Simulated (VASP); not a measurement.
# Ir: single point with PBEsol

The system is Ir.

```
Ir
1.0
     2.64132    0.00000    0.00000
    -1.32066    2.28745    0.00000
     0.00000    0.00000    4.64078
Ir
2
Direct
  0.66667 0.33333 0.75000
  0.33333 0.66667 0.25000
```

This cell differs from its parent crystal: strain -0.040 along x and y, +0.040 along z.

```
Program             : VASP 6.6.1
Task                : single point
Functional          : PBEsol
Potentials or basis : VASP PAW PBE potentials, release 64 (Ir)
Cutoff              : 520 eV
k mesh              : 18 × 18 × 12
Occupations         : gaussian, width 0.15 eV
Spin                : no spin polarisation
```

The pressure is 6.3 GPa. The band gap on the k mesh is zero (bands 9 and 10 overlap by 3.75 eV).

Stress tensor (GPa, compression positive):
```
 17.43   0.00   0.00
  0.00  17.43   0.00
  0.00   0.00 -15.83
```

Levels at points of the mesh, in eV from the Fermi level:
```csv
k point,band 6,band 7,band 8,band 9,band 10,band 11,band 12,band 13
"(0.00, 0.00, 0.00)",-3.31,-3.31,-1.61,-1.61,-1.55,0.47,0.47,6.13
"(0.50, 0.00, 0.00)",-3.34,-3.09,0.77,1.40,1.67,3.24,4.80,8.44
"(0.00, 0.00, 0.50)",-3.78,-3.78,-3.78,-0.28,-0.28,-0.28,-0.28,12.78
"(0.50, 0.00, 0.50)",-1.72,-0.87,-0.87,1.55,1.55,2.07,2.07,8.23
```

It took 3.2 min on 1 thread of Intel(R) Xeon(R) Platinum 8259CL CPU @ 2.50GHz (Skylake/Cascade Lake) (shared host), peak memory 0.22 GiB.

Caveat: the cell differs from its parent crystal (strain -0.040 along x and y, +0.040 along z); the stress differs along the axes, from -16 to 17 GPa; the PAW data sets were made with another functional, which shifts forces and pressure a little; spin-orbit coupling is left out, which moves the levels of the heavy elements.
